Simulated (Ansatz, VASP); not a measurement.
**Two plane-wave programs on AlNi**

```
Al Ni
1.0
     2.86182    0.00000    0.00000
     0.00000    2.86182    0.00000
     0.00000    0.00000    2.86182
Al Ni
1 1
Direct
  0.00000 0.00000 0.96680
  0.50000 0.50000 0.51526
```

Change from the starting cell: mode 6 frozen in at -0.095 Å, equal normal strain along x, y and z +0.0000.

Alike in both runs: task single point; functional PBEsol; k mesh 16 × 16 × 16; occupations gaussian, width 0.15 eV; no spin polarisation.

```csv
,VASP,Ansatz
version,VASP 6.6.1,Ansatz 0.2.0
potentials or method,"VASP PAW PBE potentials, release 64 (Al, Ni), cutoff 520 eV","scalar-relativistic, plane waves, PAW"
valence electrons in the cell,13,21
```

|  | VASP | Ansatz | Ansatz less VASP |
| --- | --- | --- | --- |
| gap on the k mesh at the Fermi level (eV) | none | none | - |
| pressure (GPa) | 1.6 | 1.3 | -0.21 |
| traceless stress, the component that is largest in VASP (GPa) | -0.70 | -0.69 | +0.010 |
| rms of the force components (eV/Å) | 0.501 | 0.497 | -0.0039 |

VASP's potentials were made for PBE, not for PBEsol, and Ansatz warns of the same on its side. Atom by atom the forces differ by 0.004 eV/Å (rms over components). A gap of «none» marks a metal or a gap that the smearing closes. VASP's potentials hold 13 valence electrons a cell and Ansatz's 21, so a difference there can come from the potentials and not from the codes.
